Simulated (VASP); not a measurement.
# In4S3 (P-3m1) in VASP: single point with r2SCAN

Aim: the single point of In4S3 with r2SCAN.

All numbers are computed with VASP 6.6.1; they aren't measurements. Logs are shortened: lines on timing, memory, paths and dates and some standing lists are left out, and cuts for length are marked.

## 1. The cell of the first run

Symmetry: P-3m1, No. 164, trigonal system. The conventional cell has a = 3.926 Å, b = 3.926 Å, c = 16.350 Å, α = 90.00°, β = 90.00°, γ = 120.00°. In (site symmetry 3m) has 3 S at 2.55 Å and 1 In at 2.83 Å within 3.4 Å. Within 4.0 Å of In (site symmetry 3m) lie 3 S at 2.86 Å and 6 In at 3.93 Å. Within 3.4 Å of S (site symmetry 3m) lie 3 In at 2.55 Å. S (site symmetry -3m) has 6 In at 2.86 Å and 6 S at 3.93 Å within 4.0 Å.

## 2. Single point, r2SCAN

POSCAR

```
In4S3
1.0
    3.9262695639      0.0000000000      0.0000000000
   -1.9631347819      3.4002491844      0.0000000000
    0.0000000000      0.0000000000     16.3504149287
In S
4 3
Direct
    0.0000000000      0.0000000000      0.9134552671
    0.0000000000      0.0000000000      0.0865447329
    0.6666666667      0.3333333333      0.3928665606
    0.3333333333      0.6666666667      0.6071334394
    0.6666666667      0.3333333333      0.8413860895
    0.3333333333      0.6666666667      0.1586139105
    0.0000000000      0.0000000000      0.5000000000
```

INCAR.step1

```
SYSTEM = In4S3
  PREC = Accurate
  ENCUT = 550
  ISMEAR = 0
  SIGMA = 0.01
  LREAL = .FALSE.
  LASPH = .TRUE.
  NELM = 120
  NBANDS = 44
  GGA = PE
  ALGO = Normal
  EDIFF = 1E-5
  LWAVE = .TRUE.
  LCHARG = .FALSE.
  GGA_COMPAT = .FALSE.
```

INCAR.step2

```
SYSTEM = In4S3
  PREC = Accurate
  ENCUT = 550
  EDIFF = 1E-6
  ISMEAR = 0
  SIGMA = 0.01
  LREAL = .FALSE.
  LASPH = .TRUE.
  NELM = 120
  ALGO = Normal
  ISIF = 2
  LWAVE = .FALSE.
  LCHARG = .FALSE.
  METAGGA = R2SCAN
  LMIXTAU = .TRUE.
  NBANDS = 44
  ISTART = 1
  GGA_COMPAT = .FALSE.
```

KPOINTS

```
regular mesh
0
G
  12 12 4
  0 0 0
```

Potentials or basis: VASP PAW PBE potentials, release 64 (In_d, S).

The run is started by

```
cat potpaw_PBE.64/In_d/POTCAR potpaw_PBE.64/S/POTCAR > POTCAR
cp INCAR.step1 INCAR
mpirun -np 1 vasp_std > vasp.out
cp INCAR.step2 INCAR
mpirun -np 1 vasp_std > vasp.out
```

OUTCAR:

```text
SYSTEM = In4S3
   PREC = Accurate
   ENCUT = 550
   EDIFF = 1E-6
   ISMEAR = 0
   LREAL = .FALSE.
   LASPH = .TRUE.
   NELM = 120
   ISIF = 2
   METAGGA = R2SCAN
   ISTART = 1

 ion  position               nearest neighbor table
   1  0.000  0.000  0.913-   5 2.55   5 2.55   5 2.55   2 2.83
   2  0.000  0.000  0.087-   6 2.55   6 2.55   6 2.55   1 2.83
   3  0.667  0.333  0.393-   7 2.86   7 2.86   7 2.86
   4  0.333  0.667  0.607-   7 2.86   7 2.86   7 2.86
   5  0.667  0.333  0.841-   1 2.55   1 2.55   1 2.55
   6  0.333  0.667  0.159-   2 2.55   2 2.55   2 2.55
   7  0.000  0.000  0.500-   3 2.86   4 2.86   4 2.86   3 2.86   3 2.86   4 2.86

  LATTYP: Found a hexagonal cell.
 ALAT       =     3.9262695639
 C/A-ratio  =     4.1643638224

  Lattice vectors:

 A1 = (   3.9262695639,   0.0000000000,   0.0000000000)
 A2 = (  -1.9631347819,   3.4002491844,   0.0000000000)
 A3 = (   0.0000000000,   0.0000000000,  16.3504149287)

Analysis of symmetry for initial positions (statically):
=====================================================================
 Subroutine PRICEL returns:
 Original cell was already a primitive cell.

 Routine SETGRP: Setting up the symmetry group for a
 hexagonal supercell.

 Subroutine GETGRP returns: Found 12 space group operations
 (whereof 12 operations were pure point group operations)
 out of a pool of 24 trial point group operations.

The static configuration has the point symmetry D_3d.

Analysis of symmetry for dynamics (positions and initial velocities):
=====================================================================
 Subroutine PRICEL returns:
 Original cell was already a primitive cell.

 Routine SETGRP: Setting up the symmetry group for a
 hexagonal supercell.

 Subroutine GETGRP returns: Found 12 space group operations
 (whereof 12 operations were pure point group operations)
 out of a pool of 24 trial point group operations.

The dynamic configuration has the point symmetry D_3d.

 Subroutine INISYM returns: Found 12 space group operations
 (whereof 12 operations are pure point group operations),
 and found     1 'primitive' translations

----------------------------------------------------------------------------------------

                                     Primitive cell

  volume of cell :     218.2829

  direct lattice vectors                    reciprocal lattice vectors
     3.926269564  0.000000000  0.000000000     0.254694688  0.147048046  0.000000000
    -1.963134782  3.400249184  0.000000000     0.000000000  0.294096093  0.000000000
     0.000000000  0.000000000 16.350414929     0.000000000  0.000000000  0.061160527

  length of vectors
     3.926269564  3.926269564 16.350414929     0.294096093  0.294096093  0.061160527

  position of ions in fractional coordinates (direct lattice)
     0.000000000  0.000000000  0.913455267
     0.000000000  0.000000000  0.086544733
     0.666666667  0.333333333  0.392866561
     0.333333333  0.666666667  0.607133439
     0.666666667  0.333333333  0.841386089
     0.333333333  0.666666667  0.158613911
     0.000000000  0.000000000  0.500000000

  ion indices of the primitive-cell ions
   primitive index   ion index
                 1           1
                 2           2
                 3           3
                 4           4
                 5           5
                 6           6
                 7           7

----------------------------------------------------------------------------------------

 KPOINTS: regular mesh

Automatic generation of k-mesh.
 Grid dimensions read from file:
 generate k-points for:   12   12    4

 Generating k-lattice:

  Cartesian coordinates                     Fractional coordinates (reciprocal lattice)
     0.021224557  0.012254004  0.000000000     0.083333333  0.000000000  0.000000000
     0.000000000  0.024508008  0.000000000     0.000000000  0.083333333  0.000000000
     0.000000000  0.000000000  0.015290132     0.000000000  0.000000000  0.250000000

  Length of vectors
     0.024508008  0.024508008  0.015290132

  Shift w.r.t. Gamma in fractional coordinates (k-lattice)
     0.000000000  0.000000000  0.000000000

 Subroutine IBZKPT returns following result:
 ===========================================

 Found     69 irreducible k-points:

 Following reciprocal coordinates:
            Coordinates               Weight
  0.000000  0.000000  0.000000      1.000000
  0.083333  0.000000  0.000000      6.000000
  0.166667  0.000000  0.000000      6.000000
  0.250000  0.000000  0.000000      6.000000
  0.333333  0.000000  0.000000      6.000000
  0.416667  0.000000  0.000000      6.000000
[... 16 lines left out ...]
  0.166667  0.000000  0.250000      6.000000
  0.000000  0.166667  0.250000      6.000000
 [... further k-points ...]
   k-points           NKPTS =     69   k-points in BZ     NKDIM =     69   number of bands    NBANDS=     44
   number of dos      NEDOS =    301   number of ions     NIONS =      7
   total plane-waves  NPLWV = 113400
   dimension x,y,z NGX =    30 NGY =   30 NGZ =  126
   dimension x,y,z NGXF=    60 NGYF=   60 NGZF=  252
   ions per type =               4   3
   NGX,Y,Z   is equivalent  to a cutoff of  12.70, 12.70, 12.81 a.u.
   NGXF,Y,Z  is equivalent  to a cutoff of  25.41, 25.41, 25.62 a.u.
 SYSTEM =  In4S3
   PREC   = accura    normal or accurate (medium, high low for compatibility)
   ISTART =      1    job   : 0-new  1-cont  2-samecut
   ICHARG =      0    charge: 1-file 2-atom 10-const
   ISPIN  =      1    spin polarized calculation?
   LNONCOLLINEAR =      F non collinear calculations
   LSORBIT =      F    spin-orbit coupling
   LASPH  =      T    aspherical Exc in radial PAW
   ENCUT  =  550.0 eV  40.42 Ry    6.36 a.u.   7.51  7.51 31.27*2*pi/ulx,y,z
   NELM   =    120;   NELMIN=  2; NELMDL=  0     # of ELM steps
   EDIFF  = 0.1E-05   stopping-criterion for ELM
   LREAL  =      F    real-space projection
   EDIFFG = 0.1E-04   stopping-criterion for IOM
   NSW    =      0    number of steps for IOM
   IBRION =     -1    ionic relax: 0-MD 1-quasi-New 2-CG
   NFREE  =      0    steps in history (QN), initial steepest desc. (CG)
   ISIF   =      2    stress and relaxation
   ISYM   =      2    0-nonsym 1-usesym 2-fastsym
   POTIM  = 0.5000    time-step for ionic-motion
   TEBEG  =    0.0;   TEEND  =   0.0 temperature during run
   PSTRESS=    0.0 pullay stress
   NELECT =      70.0000    total number of electrons
   NUPDOWN=      -1.0000    fix difference up-down
   EMIN   =  10.00;   EMAX   =-10.00  energy-range for DOS
   EFERMI =   0.00;   METHOD = LEGACY
   ISMEAR =     0;   SIGMA  =   0.01  broadening in eV -4-tet -1-fermi 0-gaus
   EFERMI_NEDOS =   21; number of points for ismear=-14 and -15
   IALGO  =     38    algorithm
   IMIX   =      4    mixing-type and parameters
     AMIX     =   0.40;   BMIX     =  1.00
     AMIX_MAG =   1.60;   BMIX_MAG =  1.00
  volume/ion in A,a.u.               =      31.18       210.44
  Fermi-wavevector in a.u.,A,eV,Ry     =   1.120558  2.117547 17.084155  1.255650
  Thomas-Fermi vector in A             =   2.257205
   LORBIT       =      0    0 simple, 1 ext, 2 COOP (PROOUT), +10 PAW based schemes
   METAGGA = R2SCAN    functional components
   LHFCALC =     F    Hartree Fock is set to
   AEXX    =    0.0000 exact exchange contribution
   IVDW    =     0    specifies the selected vdW correction
   LEPSILON=     F    determine dielectric tensor
   LRPA    =     F    only Hartree local field effects (RPA)
 non-spin polarized calculation
 Gauss-broadening in eV      SIGMA  =   0.01
  energy-cutoff  :      550.00
  volume of cell :      218.28
 maximum number of plane-waves:      6444
   NGX = 15   NGY = 15   NGZ = 63

 number of electron      70.0000004 magnetization

 Free energy of the ion-electron system (eV)
  ---------------------------------------------------
  ext. energy  EPLUGINS =         0.00000000
  ---------------------------------------------------
  free energy    TOTEN  =      -118.01723219 eV

  energy without entropy =     -118.01723219  energy(sigma->0) =     -118.01723219

 E-fermi :   3.6983     XC(G=0):  -8.9108

 val. band max:        3.6463114320   @ k =   0.5000   0.0000   0.5000
 cond. band min:       4.1374675940   @ k =   0.0000   0.0000   0.5000
 fundamental gap:      0.4911561619
 Fermi energy:         3.6983135706

 k-point     1 :       0.0000    0.0000    0.0000
  band No.  band energies     occupation
      1     -12.2498      2.00000
      2     -12.0566      2.00000
      3     -12.0566      2.00000
      4     -12.0268      2.00000
      5     -12.0268      2.00000
      6     -11.9284      2.00000
[... 36 lines left out ...]
     43       9.1549      0.00000
     44       9.2090      0.00000

 k-point     2 :       0.0833    0.0000    0.0000
  band No.  band energies     occupation
      1     -12.2527      2.00000
      2     -12.0827      2.00000
      3     -12.0665      2.00000
      4     -12.0548      2.00000
      5     -12.0198      2.00000
      6     -11.9310      2.00000
[... 36 lines left out ...]
     43       9.2310      0.00000
     44       9.2514      0.00000

 k-point     3 :       0.1667    0.0000    0.0000
  band No.  band energies     occupation
      1     -12.2700      2.00000
      2     -12.1597      2.00000
      3     -12.1215      2.00000
      4     -12.0509      2.00000
      5     -12.0006      2.00000
      6     -11.9384      2.00000
[... 36 lines left out ...]
     43       8.9741      0.00000
     44       9.2984      0.00000

 k-point     4 :       0.2500    0.0000    0.0000
  band No.  band energies     occupation
      1     -12.3154      2.00000
      2     -12.2487      2.00000
      3     -12.1456      2.00000
      4     -12.0478      2.00000
      5     -11.9748      2.00000
      6     -11.9488      2.00000
[... 882 lines left out ...]
     43       9.2267      0.00000
     44       9.2527      0.00000

 k-point    23 :       0.1667    0.0000    0.2500
  band No.  band energies     occupation
      1     -12.2700      2.00000
      2     -12.1597      2.00000
      3     -12.1215      2.00000
      4     -12.0509      2.00000
      5     -12.0006      2.00000
      6     -11.9384      2.00000
[... 36 lines left out ...]
     43       8.9678      0.00000
     44       9.2975      0.00000

 k-point    24 :       0.0000    0.1667    0.2500
  band No.  band energies     occupation
      1     -12.2700      2.00000
      2     -12.1597      2.00000
      3     -12.1215      2.00000
      4     -12.0509      2.00000
      5     -12.0006      2.00000
      6     -11.9384      2.00000
[... 36 lines left out ...]
     43       8.9864      0.00000
     44       9.2919      0.00000

 [... further k-points ...]

------------------------ aborting loop because EDIFF is reached ----------------------------------------

  FORCE on cell =-STRESS in cart. coord.  units (eV):
  Direction    XX          YY          ZZ          XY          YZ          ZX
  --------------------------------------------------------------------------------------
  -------------------------------------------------------------------------------------
  Total       -1.9194064     -1.9194064     -1.5284324     -0.0000000     -0.0000000      0.0000000
  in kB      -14.0882769    -14.0882769    -11.2185616     -0.0000000     -0.0000000      0.0000000
  external PRESSURE =     -13.1317051 kB  Pullay stress =       0.0000000 kB

 VOLUME and BASIS-vectors are now :
 -----------------------------------------------------------------------------
  energy-cutoff  :      550.00
  volume of cell :      218.28
      direct lattice vectors                 reciprocal lattice vectors
     3.926269564  0.000000000  0.000000000     0.254694688  0.147048046  0.000000000
    -1.963134782  3.400249184  0.000000000     0.000000000  0.294096093  0.000000000
     0.000000000  0.000000000 16.350414929     0.000000000  0.000000000  0.061160527

 POSITION                                       TOTAL-FORCE (eV/Angst)
 -----------------------------------------------------------------------------------
      0.00000      0.00000     14.93537        -0.000000      0.000000     -0.092698
      0.00000      0.00000      1.41504         0.000000      0.000000      0.092698
      1.96313      1.13342      6.42353        -0.000000      0.000000      0.080470
     -0.00000      2.26683      9.92688         0.000000     -0.000000     -0.080470
      1.96313      1.13342     13.75701         0.000000     -0.000000      0.204038
     -0.00000      2.26683      2.59340        -0.000000      0.000000     -0.204038
      0.00000      0.00000      8.17521         0.000000      0.000000      0.000000
 -----------------------------------------------------------------------------------
    total drift:                                0.000000     -0.000000      0.000000

  FREE ENERGIE OF THE ION-ELECTRON SYSTEM (eV)
  ---------------------------------------------------
  free  energy   TOTEN  =      -118.0172321929 eV

  energy  without entropy=     -118.0172321929  energy(sigma->0) =     -118.01723219
```

Run time: 2.1 h. Hardware: 1 thread of Intel Xeon 8259CL, shared host; peak memory 0.75 GiB.

Results:

```
Free energy            : -118.0172 eV
Pressure               : -1.3 GPa
Largest force          : 0.204 eV/Å
Band gap on the k mesh : 0.49 eV (least direct gap 0.59 eV)
```

Forces in eV/Å, atoms in the order of the input:
```
In   0.000  0.000 -0.093
In   0.000  0.000  0.093
In   0.000  0.000  0.080
In   0.000  0.000 -0.080
S    0.000  0.000  0.204
S    0.000  0.000 -0.204
S    0.000  0.000  0.000
```

Caveat: semilocal functionals underestimate gaps, and a narrow one can read as zero; the PAW data sets were made with another functional, which shifts forces and pressure a little; spin-orbit coupling is left out, which moves the levels of the heavy elements. A k mesh can miss the band edges.
